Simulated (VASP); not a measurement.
**Sr: single point with PBE**

Crystal: Sr.

```
Sr
1.0
    -3.63070    3.63070    1.97962
     3.63070   -3.63070    1.97962
     3.63070    3.63070   -1.97962
Sr
2
Direct
  0.00000 0.00000 0.00000
  0.75000 0.25000 0.50000
```

```yaml
Program: VASP 6.6.1
Task: single point
Functional: PBE
Potentials_or_basis: VASP PAW PBE potentials, release 64 (Sr_sv)
Cutoff: 520 eV
k_mesh: 8 × 8 × 8
Occupations: fermi-dirac, width 0.05 eV
Spin: no spin polarisation
Dipole_correction: no
Further_INCAR_settings: ALGO = Fast; EDIFF = 1e-06; NBANDS = 17
```

```yaml
Pressure: 0.6 GPa
Band_gap_on_the_k_mesh: zero (band 10 reaches 1.92 eV, above the bottom of band 11 at 1.42 eV)
```

Stress tensor (GPa, compression positive):
```
0.74 0.00 0.00
0.00 0.74 0.00
0.00 0.00 0.22
```

Levels at points of the mesh, in eV from the Fermi level:
```
           k point  band 6  band 7  band 8  band 9  band 10  band 11  band 12  band 13  band 14  band 15
(0.00, 0.00, 0.00)  -18.43  -18.40  -18.40   -3.51    -0.40     0.72     1.14     1.78     2.90     2.90
(0.50, 0.00, 0.00)  -18.52  -18.49  -18.39   -0.81    -0.07    -0.01     1.15     1.36     1.94     2.58
(0.50, 0.50, 0.00)  -18.56  -18.41  -18.41   -1.84    -1.84     1.12     1.12     1.72     1.72     2.67
(0.50, 0.50, 0.50)  -18.43  -18.37  -18.37   -1.10    -1.10     0.03     0.03     1.74     1.74     3.46
```

Wall time 93 s on 1 thread of Intel(R) Xeon(R) 6975P-C (Granite Rapids), on a shared host, peak memory 0.3 GiB.
